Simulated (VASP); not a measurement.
# Si3W2 (Cmmm) in VASP: notebook

The runs below take Si3W2 through relaxation of cell and atoms, single point, with PBE.

Everything below comes from runs of VASP 6.6.1. Logs are shortened: lines on timing, memory, paths and dates and some standing lists are left out, and cuts for length are marked.

### 1 The cell of the first run

It takes space group Cmmm (No. 65, orthorhombic). Conventional cell: a = 5.147 Å, b = 5.506 Å, c = 6.277 Å, α = 90.00°, β = 90.00°, γ = 90.00°. Si (site symmetry 2/m) has 4 Si at 1.88 to 2.57 Å within 2.6 Å. Si (site symmetry mmm) has 4 Si at 1.88 Å within 2.5 Å. W (site symmetry 2/m) has 4 W at 2.57 to 2.75 Å and 2 Si at 3.14 Å within 3.4 Å.

The cell was generated, and may not be a known phase.

### 2 Relaxation of cell and atoms, PBE

Contents of INCAR:

```
  ALGO = Normal
  EDIFF = 1E-7
  EDIFFG = -0.04
  ENCUT = 600
  GGA = PE
  IBRION = 2
  ISIF = 3
  ISMEAR = 0
  LASPH = T
  LCHARG = F
  LREAL = F
  LWAVE = F
  NELM = 80
  NSW = 90
  PREC = Accurate
  SIGMA = 0.1
```

Contents of KPOINTS:

```
k-points
0
Gamma
  4 4 4
```

Contents of POSCAR:

```
Si3W2
1.0
    2.5735588200     -2.7531613800      0.0000000000
    2.5735588200      2.7531613800      0.0000000000
    0.0000000000      0.0000000000      6.2771254700
Si W
3 2
Direct
    0.0000000000      0.5000000000      0.5000000000
    0.5000000000      0.0000000000      0.5000000000
    0.0000000000      0.0000000000      0.5000000000
    0.0000000000      0.5000000000      0.0000000000
    0.5000000000      0.0000000000      0.0000000000
```

Potentials or basis: VASP PAW PBE potentials, release 64 (Si, W_sv).

On the command line:

```console
> cat potpaw_PBE.64/Si/POTCAR potpaw_PBE.64/W_sv/POTCAR > POTCAR
> mpirun -np 1 vasp_std > vasp.out
```

OUTCAR:

```text
EDIFF = 1E-7
   EDIFFG = -0.04
   ENCUT = 600
   GGA = PE
   IBRION = 2
   ISIF = 3
   ISMEAR = 0
   LASPH = T
   LREAL = F
   NELM = 80
   NSW = 90
   PREC = Accurate

 ion  position               nearest neighbor table
   1  0.000  0.500  0.500-   3 1.88   3 1.88   2 2.57   2 2.57   2 2.75   2 2.75   4 3.14   4 3.14

   2  0.500  0.000  0.500-   3 1.88   3 1.88   1 2.57   1 2.57   1 2.75   1 2.75   5 3.14   5 3.14

   3  0.000  0.000  0.500-   1 1.88   2 1.88   1 1.88   2 1.88
   4  0.000  0.500  0.000-   5 2.57   5 2.57   5 2.75   5 2.75   1 3.14   1 3.14
   5  0.500  0.000  0.000-   4 2.57   4 2.57   4 2.75   4 2.75   2 3.14   2 3.14

  LATTYP: Found a base centered orthorhombic cell.
 ALAT       =     5.1471176400
 B/A-ratio  =     1.0697876258
 C/A-ratio  =     1.2195418697

  Lattice vectors:

 A1 = (   2.5735588200,  -2.7531613800,   0.0000000000)
 A2 = (   2.5735588200,   2.7531613800,   0.0000000000)
 A3 = (   0.0000000000,   0.0000000000,   6.2771254700)

Analysis of symmetry for initial positions (statically):
=====================================================================
 Subroutine PRICEL returns:
 Original cell was already a primitive cell.

 Routine SETGRP: Setting up the symmetry group for a
 base centered orthorhombic supercell.

 Subroutine GETGRP returns: Found  8 space group operations
 (whereof  8 operations were pure point group operations)
 out of a pool of  8 trial point group operations.

The static configuration has the point symmetry D_2h.

Analysis of symmetry for dynamics (positions and initial velocities):
=====================================================================
 Subroutine PRICEL returns:
 Original cell was already a primitive cell.

 Routine SETGRP: Setting up the symmetry group for a
 base centered orthorhombic supercell.

 Subroutine GETGRP returns: Found  8 space group operations
 (whereof  8 operations were pure point group operations)
 out of a pool of  8 trial point group operations.

The dynamic configuration has the point symmetry D_2h.

 Subroutine INISYM returns: Found  8 space group operations
 (whereof  8 operations are pure point group operations),
 and found     1 'primitive' translations

----------------------------------------------------------------------------------------

                                     Primitive cell

  volume of cell :      88.9522

  direct lattice vectors                    reciprocal lattice vectors
     2.573558820 -2.753161380  0.000000000     0.194283494 -0.181609405  0.000000000
     2.573558820  2.753161380  0.000000000     0.194283494  0.181609405  0.000000000
     0.000000000  0.000000000  6.277125470     0.000000000  0.000000000  0.159308589

  length of vectors
     3.768700384  3.768700384  6.277125470     0.265947461  0.265947461  0.159308589

  position of ions in fractional coordinates (direct lattice)
     1.000000000  0.500000000  0.500000000
     0.500000000  1.000000000  0.500000000
     0.000000000  0.000000000  0.500000000
     1.000000000  0.500000000  0.000000000
     0.500000000  1.000000000  0.000000000

  ion indices of the primitive-cell ions
   primitive index   ion index
                 1           1
                 2           2
                 3           3
                 4           4
                 5           5

----------------------------------------------------------------------------------------

 KPOINTS: k-points

Automatic generation of k-mesh.
 Grid dimensions read from file:
 generate k-points for:    4    4    4

 Generating k-lattice:

  Cartesian coordinates                     Fractional coordinates (reciprocal lattice)
     0.048570874 -0.045402351  0.000000000     0.250000000 -0.000000000  0.000000000
     0.048570874  0.045402351  0.000000000    -0.000000000  0.250000000  0.000000000
     0.000000000  0.000000000  0.039827147     0.000000000  0.000000000  0.250000000

  Length of vectors
     0.066486865  0.066486865  0.039827147

  Shift w.r.t. Gamma in fractional coordinates (k-lattice)
     0.000000000  0.000000000  0.000000000

 Subroutine IBZKPT returns following result:
 ===========================================

 Found     21 irreducible k-points:

 Following reciprocal coordinates:
            Coordinates               Weight
  0.000000  0.000000  0.000000      1.000000
  0.250000 -0.000000  0.000000      4.000000
  0.500000 -0.000000  0.000000      2.000000
  0.250000  0.250000  0.000000      2.000000
  0.500000  0.250000  0.000000      4.000000
 -0.250000  0.250000  0.000000      2.000000
[... 13 lines left out ...]
 -0.250000  0.250000  0.500000      2.000000
  0.500000  0.500000  0.500000      1.000000
   k-points           NKPTS =     21   k-points in BZ     NKDIM =     21   number of bands    NBANDS=     24
   number of dos      NEDOS =    301   number of ions     NIONS =      5
   total plane-waves  NPLWV =  45000
   dimension x,y,z NGX =    30 NGY =   30 NGZ =   50
   dimension x,y,z NGXF=    60 NGYF=   60 NGZF=  100
   ions per type =               3   2
   NGX,Y,Z   is equivalent  to a cutoff of  13.23, 13.23, 13.24 a.u.
   NGXF,Y,Z  is equivalent  to a cutoff of  26.47, 26.47, 26.48 a.u.
 SYSTEM =  unknown system
   PREC   = accura    normal or accurate (medium, high low for compatibility)
   ISTART =      0    job   : 0-new  1-cont  2-samecut
   ICHARG =      2    charge: 1-file 2-atom 10-const
   ISPIN  =      1    spin polarized calculation?
   LNONCOLLINEAR =      F non collinear calculations
   LSORBIT =      F    spin-orbit coupling
   LASPH  =      T    aspherical Exc in radial PAW
   ENCUT  =  600.0 eV  44.10 Ry    6.64 a.u.   7.53  7.53 12.54*2*pi/ulx,y,z
   NELM   =     80;   NELMIN=  2; NELMDL= -5     # of ELM steps
   EDIFF  = 0.1E-06   stopping-criterion for ELM
   LREAL  =      F    real-space projection
   EDIFFG = -.4E-01   stopping-criterion for IOM
   NSW    =     90    number of steps for IOM
   IBRION =      2    ionic relax: 0-MD 1-quasi-New 2-CG
   NFREE  =      1    steps in history (QN), initial steepest desc. (CG)
   ISIF   =      3    stress and relaxation
   ISYM   =      2    0-nonsym 1-usesym 2-fastsym
   POTIM  = 0.5000    time-step for ionic-motion
   TEBEG  =    0.0;   TEEND  =   0.0 temperature during run
   PSTRESS=    0.0 pullay stress
   NELECT =      40.0000    total number of electrons
   NUPDOWN=      -1.0000    fix difference up-down
   EMIN   =  10.00;   EMAX   =-10.00  energy-range for DOS
   EFERMI =   0.00;   METHOD = LEGACY
   ISMEAR =     0;   SIGMA  =   0.10  broadening in eV -4-tet -1-fermi 0-gaus
   EFERMI_NEDOS =   21; number of points for ismear=-14 and -15
   IALGO  =     38    algorithm
   IMIX   =      4    mixing-type and parameters
     AMIX     =   0.40;   BMIX     =  1.00
     AMIX_MAG =   1.60;   BMIX_MAG =  1.00
  volume/ion in A,a.u.               =      17.79       120.06
  Fermi-wavevector in a.u.,A,eV,Ry     =   1.254226  2.370144 21.403109  1.573084
  Thomas-Fermi vector in A             =   2.388042
   LORBIT       =      0    0 simple, 1 ext, 2 COOP (PROOUT), +10 PAW based schemes
   GGA     = PE    functional components
   LHFCALC =     F    Hartree Fock is set to
   AEXX    =    0.0000 exact exchange contribution
   IVDW    =     0    specifies the selected vdW correction
   LEPSILON=     F    determine dielectric tensor
   LRPA    =     F    only Hartree local field effects (RPA)
 conjugate gradient relaxation of ions
 non-spin polarized calculation
 Gauss-broadening in eV      SIGMA  =   0.10
  energy-cutoff  :      600.00
  volume of cell :       88.95
 maximum number of plane-waves:      2994
   NGX = 15   NGY = 15   NGZ = 25

--------------------------------------- Ionic step        1  -------------------------------------------

 number of electron      39.9999993 magnetization

 Free energy of the ion-electron system (eV)
  ---------------------------------------------------
  ext. energy  EPLUGINS =         0.00000000
  ---------------------------------------------------
  free energy    TOTEN  =       -27.82322457 eV

  energy without entropy =      -27.80749943  energy(sigma->0) =      -27.81536200

------------------------ aborting loop because EDIFF is reached ----------------------------------------

  FORCE on cell =-STRESS in cart. coord.  units (eV):
  Direction    XX          YY          ZZ          XY          YZ          ZX
  --------------------------------------------------------------------------------------
  -------------------------------------------------------------------------------------
  Total       35.5711327     31.7631391    -13.5291915      0.0000000      0.0000000      0.0000000
  in kB      640.6955447    572.1072158   -243.6833481      0.0000000      0.0000000      0.0000000
  external PRESSURE =     323.0398041 kB  Pullay stress =       0.0000000 kB
[... 24 lines left out ...]
  energy  without entropy=      -27.8074994324  energy(sigma->0) =      -27.81536200

--------------------------------------- Ionic step        2  -------------------------------------------

 number of electron      40.0000019 magnetization

 E-fermi :   3.8800     XC(G=0):  -9.3818

 val. band max:        3.8763362961   @ k =   0.5000   0.2500   0.0000
 cond. band min:       3.9160697160   @ k =   0.5000   0.2500   0.2500
 fundamental gap:      0.0397334199
 Fermi energy:         3.8800191652

 k-point     1 :       0.0000    0.0000    0.0000
  band No.  band energies     occupation
      1     -70.7021      2.00000
      2     -70.6991      2.00000
      3     -34.8452      2.00000
      4     -34.8315      2.00000
      5     -34.7668      2.00000
      6     -34.7512      2.00000
[... 627 lines left out ...]
  FREE ENERGIE OF THE ION-ELECTRON SYSTEM (eV)
  ---------------------------------------------------
  free  energy   TOTEN  =       -32.1465116692 eV

  energy  without entropy=      -32.1183401246  energy(sigma->0) =      -32.13242590

[... ionic steps 4 to 23 ...]

--------------------------------------- Ionic step       24  -------------------------------------------

 number of electron      40.0000011 magnetization

------------------------ aborting loop because EDIFF is reached ----------------------------------------

  FORCE on cell =-STRESS in cart. coord.  units (eV):
  Direction    XX          YY          ZZ          XY          YZ          ZX
  --------------------------------------------------------------------------------------
  -------------------------------------------------------------------------------------
  Total       -0.1675510      0.2018541     -0.1552849      0.0000000      0.0000000      0.0000000
  in kB       -2.7455384      3.3076398     -2.5445424      0.0000000      0.0000000      0.0000000
  external PRESSURE =      -0.6608137 kB  Pullay stress =       0.0000000 kB
[... 63 lines left out ...]
  energy  without entropy=      -35.0770819907  energy(sigma->0) =      -35.08670114

--------------------------------------- Ionic step       26  -------------------------------------------

 number of electron      40.0000011 magnetization

 Free energy of the ion-electron system (eV)
  ---------------------------------------------------
  ext. energy  EPLUGINS =         0.00000000
  ---------------------------------------------------
  free energy    TOTEN  =       -35.09631681 eV

  energy without entropy =      -35.07703398  energy(sigma->0) =      -35.08667539

 E-fermi :   6.9276     XC(G=0): -10.6945

 val. band max:        6.9186742237   @ k =   0.5000  -0.0000   0.2500
 cond. band min:       6.9675486213   @ k =   0.5000   0.2500   0.0000
 fundamental gap:      0.0488743976
 Fermi energy:         6.9276411919

 k-point     1 :       0.0000    0.0000    0.0000
  band No.  band energies     occupation
      1     -67.0526      2.00000
      2     -66.9670      2.00000
      3     -31.6792      2.00000
      4     -31.3526      2.00000
      5     -31.3035      2.00000
      6     -31.2522      2.00000
[... 588 lines left out ...]
  FREE ENERGIE OF THE ION-ELECTRON SYSTEM (eV)
  ---------------------------------------------------
  free  energy   TOTEN  =       -35.0963168079 eV

  energy  without entropy=      -35.0770339755  energy(sigma->0) =      -35.08667539

 reached required accuracy - stopping structural energy minimisation
```

Run time: 24 min. Hardware: 1 thread of Intel Xeon 8259CL, shared host; peak memory 0.24 GiB.

Results:

```
Free energy                           : -35.0963 eV
Relaxed volume                        : 19.55 Å³/atom
Relaxed cell                          : a = 4.622 Å, b = 4.622 Å, c = 4.867 Å, α = 90.00°, β = 90.00°, γ = 109.93°
Space group after relaxing (to 0.1 Å) : Cmmm (No. 65)
Energy gained by relaxing             : 1454.6 meV/atom
Ionic steps                           : 26
Pressure after relaxing               : 0.0 GPa
Band gap on the k mesh                : zero (bands 20 and 21 overlap by 1.17 eV)
```

Stress tensor (GPa, compression positive):
```
-0.31  0.00  0.00
 0.00  0.32  0.00
 0.00  0.00 -0.08
```

Step by step:
| step | energy change (eV) | largest force (eV/Å) | pressure (GPa) | volume (Å³) |
| --- | --- | --- | --- | --- |
| 1 | 0.0000 | 0.0000 | 32.30 | 88.95 |
| 2 | -2.9942 | 0.0000 | -19.40 | 135.72 |
| 3 | -4.3233 | 0.0000 | -13.19 | 112.65 |
| 4 | -4.3233 | 0.0000 | -12.63 | 111.91 |
| 5 | -6.5241 | 0.0000 | -0.48 | 94.37 |
| 6 | -6.5271 | 0.0000 | -1.19 | 94.82 |
| 7 | -6.5258 | 0.0000 | -1.71 | 95.17 |
| 8 | -6.5849 | 0.0000 | 0.50 | 93.33 |
| 9 | -6.6074 | 0.0000 | 2.34 | 91.94 |
| 10 | -6.6386 | 0.0000 | 2.47 | 91.87 |
| 11 | -6.7468 | 0.0000 | 2.97 | 91.58 |
| 12 | -6.9572 | 0.0000 | 5.49 | 90.75 |
| 13 | -6.4750 | 0.0000 | 17.38 | 88.08 |
| 14 | -7.0066 | 0.0000 | 7.48 | 90.25 |
| 15 | -7.0007 | 0.0000 | 8.79 | 89.93 |
| 16 | -7.0338 | 0.0000 | 8.44 | 90.49 |
| 17 | -7.0713 | 0.0000 | 7.69 | 92.07 |
| 18 | -7.1284 | 0.0000 | 6.12 | 93.03 |
| 19 | -7.2355 | 0.0000 | 1.90 | 95.96 |
| 20 | -7.2011 | 0.0000 | -4.78 | 101.96 |
| 21 | -7.2590 | 0.0000 | -1.04 | 98.34 |
| 22 | -7.2590 | 0.0000 | -0.89 | 98.21 |
| 23 | -7.2658 | 0.0000 | -0.65 | 98.08 |
| 24 | -7.2730 | 0.0000 | -0.07 | 97.78 |
| 25 | -7.2731 | 0.0000 | -0.01 | 97.74 |
| 26 | -7.2731 | 0.0000 | -0.02 | 97.75 |

Final structure:
```cif
data_structure
_symmetry_space_group_name_H-M 'P 1'
_symmetry_Int_Tables_number 1
_cell_length_a 4.6223
_cell_length_b 4.6223
_cell_length_c 4.8669
_cell_angle_alpha 90.000
_cell_angle_beta 90.000
_cell_angle_gamma 109.932
_cell_volume 97.75
loop_
_atom_site_label
_atom_site_type_symbol
_atom_site_fract_x
_atom_site_fract_y
_atom_site_fract_z
_atom_site_occupancy
Si1 Si 0.00000 0.50000 0.50000 1
Si2 Si 0.50000 0.00000 0.50000 1
Si3 Si 0.00000 0.00000 0.50000 1
W1 W 0.00000 0.50000 0.00000 1
W2 W 0.50000 0.00000 0.00000 1
```

Caveat: the k points lie up to 0.36 Å⁻¹ apart in the final cell, too coarse for converged energies and pressures of a metal; a cell axis changed by over 15 % at a fixed basis, so the end point is rough; spin-orbit coupling is left out, which moves the levels of the heavy elements.

(Continued in part 2 of 2.)

The gap in the log of VASP goes by the Fermi energy; the results here count the filled bands.